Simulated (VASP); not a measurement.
Here is a VASP 6.6.1 calculation.

The input INCAR:

```
PREC = Accurate
ENCUT = 520
EDIFF = 1E-6
ISMEAR = 0
SIGMA = 0.01
LREAL = False
LASPH = True
NELM = 100
ALGO = Normal
ISIF = 2
LWAVE = False
LCHARG = False
GGA = PE
NBANDS = 14
```

The input KPOINTS:

```
Automatic mesh
0
Gamma
  6 6 6
```

File POSCAR:

```
NaCl
1.0
    0.0000000000      2.8752842677      2.8752842677
    2.8752842677      0.0000000000      2.8752842677
    2.8752842677      2.8752842677      0.0000000000
Na Cl
1 1
Direct
    0.0000000000      0.0000000000      0.0000000000
    0.5000000000      0.5000000000      0.5000000000
```

Potentials or basis: VASP PAW PBE potentials, release 64 (Na_pv, Cl).

Command:

```sh
$ cat potpaw_PBE.64/Na_pv/POTCAR potpaw_PBE.64/Cl/POTCAR > POTCAR
$ mpirun -np 1 vasp_std > vasp.out
```

Task: Estimate the pressure.

Result: -0.7 GPa.

Task: Predict the band gap on the k mesh.

Result: 4.89 eV, direct.
